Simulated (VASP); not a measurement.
A run of VASP 6.6.1 is set up as follows.

File INCAR:

```
SYSTEM = BN
ALGO = Normal
EDIFF = 1E-7
ENCUT = 520
GGA = PS
ISIF = 2
ISMEAR = 0
LASPH = .True.
LCHARG = .False.
LREAL = .False.
LWAVE = .False.
NBANDS = 26
NELM = 80
PREC = Accurate
SIGMA = 0.05
```

KPOINTS

```
k-points
0
Gamma
  6 6 10
  0 0 0
```

Contents of POSCAR:

```
BN
1.0
    4.3323000000      0.0000000000      0.0000000000
    0.0000000000      4.3323000000      0.0000000000
    0.0000000000      0.0000000000      2.2335000000
B N
4 4
Direct
    0.1741337327      0.8258662673      0.5000000000
    0.3258662673      0.3258662673      0.0000000000
    0.6741337327      0.6741337327      0.0000000000
    0.8258662673      0.1741337327      0.5000000000
    0.8123909516      0.8123909516      0.5000000000
    0.3123909516      0.6876090484      0.0000000000
    0.6876090484      0.3123909516      0.0000000000
    0.1876090484      0.1876090484      0.5000000000
```

Potentials or basis: VASP PAW PBE potentials, release 64 (B, N).

Run with:

```bash
$ cat potpaw_PBE.64/B/POTCAR potpaw_PBE.64/N/POTCAR > POTCAR
$ mpirun -np 1 vasp_std > vasp.out
```

Task: What does it give for the band gap on the k mesh?

Result: 3.91 eV, indirect (least direct gap 5.78 eV).

Task: Estimate the largest force.

Result: 1.841 eV/Å.

Stress tensor (GPa, compression positive):
```
 37.26   0.00   0.00
  0.00  37.26   0.00
  0.00   0.00 193.56
```

Caveat: the PAW data sets were made with another functional, which shifts forces and pressure a little. A k mesh can miss the band edges.
